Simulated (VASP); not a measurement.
# C (Fd-3m) in VASP: notebook, part 2 of 2

VASP 6.6.1. Earlier steps stand in the parts before.

## (3) Single point, PBEsol

This run uses another cell than the first one, of 5.44 Å³/atom, 1.043 times its volume.

INCAR

```
SYSTEM = C
PREC = Accurate
ENCUT = 520
EDIFF = 1E-6
ISMEAR = 0
SIGMA = 0.01
LREAL = .FALSE.
LASPH = .TRUE.
NELM = 60
ALGO = Normal
ISIF = 2
LWAVE = .FALSE.
LCHARG = .TRUE.
GGA = PS
LELF = .TRUE.
LVHAR = .TRUE.
NBANDS = 11
```

KPOINTS

```
Automatic mesh
0
G
  10 10 10
  0 0 0
```

POSCAR

```
C
1.0
    0.0000000000      1.7592674508      1.7592674508
    1.7592674508      0.0000000000      1.7592674508
    1.7592674508      1.7592674508      0.0000000000
C
2
Direct
    0.0000000000      0.0000000000      0.0000000000
    0.2500000000      0.2500000000      0.2500000000
```

Potentials or basis: VASP PAW PBE potentials, release 64 (C).

Started as:

```bash
$ cat potpaw_PBE.64/C/POTCAR > POTCAR
$ mpirun -np 1 vasp_std > vasp.out
```

OUTCAR:

```text
SYSTEM = C
   PREC = Accurate
   ENCUT = 520
   EDIFF = 1E-6
   ISMEAR = 0
   LREAL = .FALSE.
   LASPH = .TRUE.
   NELM = 60
   ISIF = 2
   GGA = PS

 ion  position               nearest neighbor table
   1  0.000  0.000  0.000-   2 1.52   2 1.52   2 1.52   2 1.52
   2  0.250  0.250  0.250-   1 1.52   1 1.52   1 1.52   1 1.52

  LATTYP: Found a face centered cubic cell.
 ALAT       =     3.5185349016

  Lattice vectors:

 A1 = (   0.0000000000,   1.7592674508,   1.7592674508)
 A2 = (   1.7592674508,   0.0000000000,   1.7592674508)
 A3 = (   1.7592674508,   1.7592674508,   0.0000000000)

Analysis of symmetry for initial positions (statically):
=====================================================================
 Subroutine PRICEL returns:
 Original cell was already a primitive cell.

 Routine SETGRP: Setting up the symmetry group for a
 face centered cubic supercell.

 Subroutine GETGRP returns: Found 48 space group operations
 (whereof 24 operations were pure point group operations)
 out of a pool of 48 trial point group operations.

The static configuration has the point symmetry T_d .
 The point group associated with its full space group is O_h .

Analysis of symmetry for dynamics (positions and initial velocities):
=====================================================================
 Subroutine PRICEL returns:
 Original cell was already a primitive cell.

 Routine SETGRP: Setting up the symmetry group for a
 face centered cubic supercell.

 Subroutine GETGRP returns: Found 48 space group operations
 (whereof 24 operations were pure point group operations)
 out of a pool of 48 trial point group operations.

The dynamic configuration has the point symmetry T_d .
 The point group associated with its full space group is O_h .

 Subroutine INISYM returns: Found 48 space group operations
 (whereof 24 operations are pure point group operations),
 and found     1 'primitive' translations
[... 119 lines left out ...]
   LORBIT       =      0    0 simple, 1 ext, 2 COOP (PROOUT), +10 PAW based schemes
   GGA     = PS    functional components
   LHFCALC =     F    Hartree Fock is set to
   AEXX    =    0.0000 exact exchange contribution
   IVDW    =     0    specifies the selected vdW correction
   LEPSILON=     F    determine dielectric tensor
   LRPA    =     F    only Hartree local field effects (RPA)
 non-spin polarized calculation
 Gauss-broadening in eV      SIGMA  =   0.01
  energy-cutoff  :      520.00
  volume of cell :       10.89
 maximum number of plane-waves:       303
   NGX =  9   NGY =  9   NGZ =  9

 number of electron       7.9999999 magnetization

 Free energy of the ion-electron system (eV)
  ---------------------------------------------------
  ext. energy  EPLUGINS =         0.00000000
  ---------------------------------------------------
  free energy    TOTEN  =       -19.23238832 eV

  energy without entropy =      -19.23238832  energy(sigma->0) =      -19.23238832

 E-fermi :  10.3801     XC(G=0): -13.6353

 val. band max:       10.3088396533   @ k =   0.0000   0.0000   0.0000
 cond. band min:      14.4333459104   @ k =   0.4000   0.4000   0.0000
 fundamental gap:      4.1245062571
 Fermi energy:        10.3800816244

 k-point     1 :       0.0000    0.0000    0.0000
  band No.  band energies     occupation
      1     -11.7695      2.00000
      2      10.3088      2.00000
      3      10.3088      2.00000
      4      10.3088      2.00000
      5      15.9611      0.00000
      6      15.9611      0.00000
      7      15.9611      0.00000
      8      24.6199      0.00000
      9      29.8018      0.00000
     10      37.2340      0.00000
     11      37.2340      0.00000
[... 309 lines left out ...]
 k-point    24 :       0.4000    0.3000    0.0000
  band No.  band energies     occupation
      1      -7.0294      2.00000
      2       2.1066      2.00000
      3       4.0484      2.00000
      4       4.6993      2.00000
      5      15.0931      0.00000
      6      18.3070      0.00000
      7      24.8370      0.00000
      8      24.9384      0.00000
      9      32.7723      0.00000
     10      33.6379      0.00000
     11      41.5709      0.00000

 [... further k-points ...]

------------------------ aborting loop because EDIFF is reached ----------------------------------------

  FORCE on cell =-STRESS in cart. coord.  units (eV):
  Direction    XX          YY          ZZ          XY          YZ          ZX
  --------------------------------------------------------------------------------------
  -------------------------------------------------------------------------------------
  Total        1.0519323      1.0519323      1.0519323      0.0000000      0.0000000      0.0000000
  in kB      154.7650057    154.7650057    154.7650057      0.0000000      0.0000000      0.0000000
  external PRESSURE =     154.7650057 kB  Pullay stress =       0.0000000 kB

 VOLUME and BASIS-vectors are now :
 -----------------------------------------------------------------------------
  energy-cutoff  :      520.00
  volume of cell :       10.89
      direct lattice vectors                 reciprocal lattice vectors
     0.000000000  1.759267451  1.759267451    -0.284209203  0.284209203  0.284209203
     1.759267451  0.000000000  1.759267451     0.284209203 -0.284209203  0.284209203
     1.759267451  1.759267451  0.000000000     0.284209203  0.284209203 -0.284209203

 POSITION                                       TOTAL-FORCE (eV/Angst)
 -----------------------------------------------------------------------------------
      0.00000      0.00000      0.00000         0.000000      0.000000      0.000000
      0.87963      0.87963      0.87963        -0.000000     -0.000000     -0.000000
 -----------------------------------------------------------------------------------
    total drift:                                0.000000      0.000000      0.000000

  FREE ENERGIE OF THE ION-ELECTRON SYSTEM (eV)
  ---------------------------------------------------
  free  energy   TOTEN  =       -19.2323883212 eV

  energy  without entropy=      -19.2323883212  energy(sigma->0) =      -19.23238832
```

Run time: 8.4 s. Hardware: 1 thread of Intel Xeon 8259CL, shared host; peak memory 0.12 GiB.

Results:

```
Free energy            : -19.2324 eV
Pressure               : 15.5 GPa
Band gap on the k mesh : 4.12 eV, indirect (least direct gap 5.65 eV)
```

Caveat: the PAW data sets were made with another functional, which shifts forces and pressure a little.

## (4) Single point, PBEsol

This run uses another cell than the first one, of 5.90 Å³/atom, 1.130 times its volume.

INCAR

```
SYSTEM = C
ALGO = Normal ; EDIFF = 1E-6
ENCUT = 520 ; GGA = PS
ISIF = 2 ; ISMEAR = 0
LASPH = .True. ; LCHARG = .False.
LREAL = .False. ; LWAVE = .False.
NBANDS = 11 ; NELM = 80
PREC = Accurate ; SIGMA = 0.01
```

KPOINTS

```
k-points
0
Gamma
  10 10 10
  0 0 0
```

POSCAR

```
C
1.0
    0.0000000000      1.8068380860      1.8068380860
    1.8068380860      0.0000000000      1.8068380860
    1.8068380860      1.8068380860      0.0000000000
C
2
Direct
    0.0000000000      0.0000000000      0.0000000000
    0.2500000000      0.2500000000      0.2500000000
```

Started as:

```bash
$ cat potpaw_PBE.64/C/POTCAR > POTCAR
$ mpirun -np 1 vasp_std > vasp.out
```

Run time: 5.9 s. Hardware: 1 thread of Intel Xeon 8259CL, shared host; peak memory 0.12 GiB.

Results (log left out):

```yaml
Free_energy: -19.2155 eV
Pressure: -19.7 GPa
Band_gap_on_the_k_mesh: 3.95 eV, indirect (least direct gap 5.43 eV)
```

Levels at points of the mesh, in eV from the valence-band top:
```tsv
k point	band 1	band 2	band 3	band 4	band 5	band 6	band 7	band 8
(0.00, 0.00, 0.00)	-21.00	0.00	0.00	0.00	5.43	5.43	5.43	12.49
(0.50, 0.00, 0.00)	-15.39	-13.04	-2.71	-2.71	8.22	8.22	8.32	15.14
(0.50, 0.50, 0.00)	-12.50	-12.50	-6.10	-6.10	4.52	4.52	16.20	16.20
```

Caveat: the PAW data sets were made with another functional, which shifts forces and pressure a little. A k mesh can miss the band edges.

## (5) Single point, PBEsol

This run uses another cell than the first one, of 6.13 Å³/atom, 1.174 times its volume.

INCAR

```
ALGO     = Normal         # electronic algorithm
EDIFF    = 1E-6           # SCF threshold, eV
ENCUT    = 520            # plane-wave cutoff, eV
GGA      = PS             # functional
ISIF     = 2              # what is computed and relaxed
ISMEAR   = 0              # smearing method
LASPH    = True           # aspherical terms in the spheres
LCHARG   = False          # write CHGCAR
LREAL    = False          # projectors in reciprocal space
LWAVE    = False          # write WAVECAR
NBANDS   = 11             # bands
NELM     = 80             # most SCF steps
PREC     = Accurate       # precision mode
SIGMA    = 0.01           # smearing width, eV
```

KPOINTS

```
k-points
0
Gamma
  10 10 10
```

POSCAR

```
C
1.0
    0.0000000000      1.8297118824      1.8297118824
    1.8297118824      0.0000000000      1.8297118824
    1.8297118824      1.8297118824      0.0000000000
C
2
Direct
    0.0000000000      0.0000000000      0.0000000000
    0.2500000000      0.2500000000      0.2500000000
```

Started as:

```bash
$ cat potpaw_PBE.64/C/POTCAR > POTCAR
$ mpirun -np 1 vasp_std > vasp.out
```

Wall time 6.6 s (1 thread of Intel Xeon 8259CL, shared host); peak memory 0.12 GiB.

The run converged. Its results:

```
Free energy            : -19.1410 eV
Pressure               : -32.9 GPa
Band gap on the k mesh : 3.87 eV, indirect (least direct gap 5.33 eV)
```

Levels at points of the mesh, in eV from the valence-band top:
```csv
k point,band 2,band 3,band 4,band 5,band 6,band 7
"(0.00, 0.00, 0.00)",0.00,0.00,0.00,5.33,5.33,5.33
"(0.50, 0.00, 0.00)",-12.64,-2.62,-2.62,7.82,8.06,8.06
"(0.50, 0.50, 0.00)",-12.25,-5.89,-5.89,4.44,4.44,15.65
```

Caveat: the PAW data sets were made with another functional, which shifts forces and pressure a little. A k mesh can miss the band edges.

## (6) Overview

| cell | gap on the mesh (eV) | pressure (GPa) |
| --- | --- | --- |
| a = 2.453 Å, angles 60.0°, 2 atoms | 4.22 | 38.7 |
| a = 2.488 Å, angles 60.0°, 2 atoms | 4.12 | 15.5 |
| a = 2.555 Å, angles 60.0°, 2 atoms | 3.95 | -19.7 |
| a = 2.588 Å, angles 60.0°, 2 atoms | 3.87 | -32.9 |

Alike in all rows: task single point; level PBEsol; potentials or basis VASP PAW PBE potentials, release 64 (C); no spin polarisation; k mesh 10 × 10 × 10; cutoff (eV) 520; smearing gaussian 0.01 eV.

Caveats: the PAW data sets were made with another functional, which shifts forces and pressure a little.

Absolute energies hang on the potentials; compare differences alone.
